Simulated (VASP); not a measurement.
Wanted: the native input for a VASP 6.6.1 run.

```yaml
Task: single point
Functional: PBE
Potentials_or_basis: VASP PAW PBE potentials, release 64 (Cu, I)
Cutoff: 520 eV
k_mesh: 12 × 12 × 4
Occupations: fermi-dirac, width 0.02 eV
Spin: no spin polarisation
Dipole_correction: no
Further_INCAR_settings: ALGO = Normal; EDIFF = 1e-07; NBANDS = 26
```

The structure of CuI lies in POSCAR:

```
CuI
1.0
    4.2315281169      0.0000000000      0.0000000000
   -2.1157640585      3.6646108460      0.0000000000
    0.0000000000      0.0000000000      6.4649844339
Cu I
2 2
Direct
    0.0000000000      0.0000000000      0.0000000000
    0.0000000000      0.0000000000      0.5000000000
    0.3333333333      0.6666666667      0.2500000000
    0.6666666667      0.3333333333      0.7500000000
```

This cell differs from its parent crystal: strain +2.0%.

One way to write it, as run:

INCAR

```
PREC = Accurate
ENCUT = 520
EDIFF = 1E-7
ISMEAR = -1
SIGMA = 0.02
LREAL = False
LASPH = True
NELM = 80
ALGO = Normal
ISIF = 2
LWAVE = False
LCHARG = True
GGA = PE
LELF = True
LVHAR = True
NBANDS = 26
```

KPOINTS

```
Automatic mesh
0
Gamma
  12 12 4
```

Potentials or basis: VASP PAW PBE potentials, release 64 (Cu, I).

Launch:

```console
$ cat potpaw_PBE.64/Cu/POTCAR potpaw_PBE.64/I/POTCAR > POTCAR
$ mpirun -np 1 vasp_std > vasp.out
```

It gave:

The pressure is -1.9 GPa. The band gap on the k mesh is 0.44 eV (least direct gap 0.50 eV).

Caveat: the cell differs from its parent crystal (strain +2.0%); semilocal functionals underestimate gaps, and a narrow one can read as zero; spin-orbit coupling is left out, which moves the levels of the heavy elements.

Run time: 2.3 min on 1 thread of Oxide Virtual Turin-like Processor, with other jobs on the host, peak memory 0.26 GiB.
